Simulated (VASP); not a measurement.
Write the native input for VASP 6.6.1 that does the following.

| Property | Result |
| --- | --- |
| Task | single point |
| Functional | LDA |
| Potentials or basis | VASP PAW LDA potentials, release 64 (Te, Mo_sv) |
| Cutoff | 520 eV |
| k mesh | 12 × 12 × 2 |
| Occupations | gaussian, width 0.05 eV |
| Spin | no spin polarisation |
| Dipole correction | no |
| Further INCAR settings | ALGO = Normal; EDIFF = 1e-06; NBANDS = 20 |

The structure of Te2Mo lies in POSCAR:

```
Te2Mo
1.0
    3.5602328140      0.0000000000      0.0000000000
   -1.7801164070      3.0832520603      0.0000000000
    0.0000000000      0.0000000000     17.5240578200
Te Mo
2 1
Direct
    0.3333333333      0.6666666667      0.8978554500
    0.3333333333      0.6666666667      0.1021445500
   -0.0486499310     -0.0972998620      0.0000000000
```

This cell differs from its parent crystal: atom 3 (Mo) moved by (+0.000, -0.300) A along x and y.

The input as run:

INCAR

```
  PREC = Accurate
  ENCUT = 520
  EDIFF = 1E-6
  ISMEAR = 0
  SIGMA = 0.05
  LREAL = False
  LASPH = True
  NELM = 80
  ALGO = Normal
  ISIF = 2
  LWAVE = False
  LCHARG = False
  NBANDS = 20
```

KPOINTS

```
regular mesh
0
Gamma
  12 12 2
```

Potentials or basis: VASP PAW LDA potentials, release 64 (Te, Mo_sv).

Command:

```console
$ cat potpaw_LDA.64/Te/POTCAR potpaw_LDA.64/Mo_sv/POTCAR > POTCAR
$ mpirun -np 1 vasp_std > vasp.out
```

It gave:

| Quantity | Value |
| --- | --- |
| Largest force | 3.416 eV/Å |
| Band gap on the k mesh | 0.82 eV, indirect (least direct gap 0.95 eV) |

Caveat: the cell differs from its parent crystal (atom 3 (Mo) moved by (+0.000, -0.300) A along x and y); spin-orbit coupling is left out, which moves the levels of the heavy elements.

Wall time 3.6 min on 1 thread of Intel(R) Xeon(R) 6975P-C (Granite Rapids), with other jobs on the host, peak memory 0.48 GiB.
